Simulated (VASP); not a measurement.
Write the native input for VASP 6.6.1 that does the following.

- Task: single point
- Functional: PBE
- Potentials or basis: VASP PAW PBE potentials, release 64 (Ru_pv, N)
- Cutoff: 520 eV
- k mesh: 10 × 6 × 1
- Occupations: gaussian, width 0.1 eV
- Spin: no spin polarisation
- Dipole correction: yes
- Further INCAR settings: ALGO = Fast; EDIFF = 1e-06; NBANDS = 54

The structure of Ru6N lies in POSCAR:

```
Ru6N
1.0
    2.7197977462      0.0000000000      0.0000000000
    0.0000000000      4.2966597640      0.0000000000
    0.0000000000      0.0000000000     20.8383397414
Ru N
6 1
Direct
    0.0000000000      0.7500000000      0.1919538720
    0.5000000000      0.2500000000      0.2296314409
    0.5000000000      0.7500000000      0.3049865786
    0.0000000000      0.2500000000      0.3407382302
    0.0000000000      0.7500000000      0.4168575075
    0.5000000000      0.2500000000      0.4481326179
    0.8333333333      0.4500000000      0.5045209598
```

The input as run:

INCAR

```
SYSTEM = Ru6N
ALGO     = Fast           ! electronic algorithm
DIPOL    = 0.5 0.5 0.348
EDIFF    = 1E-6           ! SCF threshold, eV
ENCUT    = 520            ! plane-wave cutoff, eV
GGA      = PE             ! functional
IDIPOL   = 3            
ISIF     = 2              ! what is computed and relaxed
ISMEAR   = 0              ! smearing method
LASPH    = .True.         ! aspherical terms in the spheres
LCHARG   = .False.        ! write CHGCAR
LDIPOL   = .True.       
LREAL    = .False.        ! projectors in reciprocal space
LWAVE    = .False.        ! write WAVECAR
NBANDS   = 54             ! bands
NELM     = 60             ! most SCF steps
PREC     = Accurate       ! precision mode
SIGMA    = 0.1            ! smearing width, eV
```

KPOINTS

```
k-points
0
Gamma
  10 6 1
  0 0 0
```

Potentials or basis: VASP PAW PBE potentials, release 64 (Ru_pv, N).

Launch:

```sh
$ cat potpaw_PBE.64/Ru_pv/POTCAR potpaw_PBE.64/N/POTCAR > POTCAR
$ mpirun -np 1 vasp_std > vasp.out
```

Results of the run:

The largest force is 2.386 eV/Å. The band gap on the k mesh is zero (an odd number of electrons rules out a gap without spin polarisation).

Wall time 17 min on 1 thread of Oxide Virtual Turin-like Processor (shared host), peak memory 0.47 GiB.
